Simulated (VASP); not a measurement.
Write the native input for VASP 6.6.1 that does the following.

* Task: single point
* Functional: PBE
* Potentials or basis: VASP PAW PBE potentials, release 64 (Li_sv, Al, B)
* Cutoff: 520 eV
* k mesh: 12 × 12 × 6
* Occupations: gaussian, width 0.1 eV
* Spin: no spin polarisation
* Dipole correction: no
* Further INCAR settings: ALGO = Normal; EDIFF = 1e-07; NBANDS = 16

The structure of LiAl2B2 lies in POSCAR:

```
LiAl2B2
1.0
    3.0028558832      0.0000000000      0.0000000000
   -1.5014279416      2.6005494787      0.0000000000
    0.0000000000      0.0000000000      7.7783429400
Li Al B
1 2 2
Direct
    0.0000000000      0.0000000000      0.0655088848
    0.0000000000      0.0000000000      0.4634726644
    0.3333333333      0.6666666667      0.7561842990
    0.3333333333      0.6666666667      0.2702866086
    0.6666666667      0.3333333333      0.2722246833
```

One way to write it, as run:

INCAR

```
SYSTEM = LiAl2B2
  PREC = Accurate
  ENCUT = 520
  EDIFF = 1E-7
  ISMEAR = 0
  SIGMA = 0.1
  LREAL = .False.
  LASPH = .True.
  NELM = 100
  ALGO = Normal
  ISIF = 2
  LWAVE = .False.
  LCHARG = .False.
  GGA = PE
  NBANDS = 16
```

KPOINTS

```
regular mesh
0
Gamma
  12 12 6
  0 0 0
```

Potentials or basis: VASP PAW PBE potentials, release 64 (Li_sv, Al, B).

The run is started by

```bash
$ cat potpaw_PBE.64/Li_sv/POTCAR potpaw_PBE.64/Al/POTCAR potpaw_PBE.64/B/POTCAR > POTCAR
$ mpirun -np 1 vasp_std > vasp.out
```

Results of the run:

```
Largest force : 0.004 eV/Å
```

It took 42 s on 1 thread of Intel(R) Xeon(R) Platinum 8488C (Sapphire Rapids), on a shared host, peak memory 0.23 GiB.
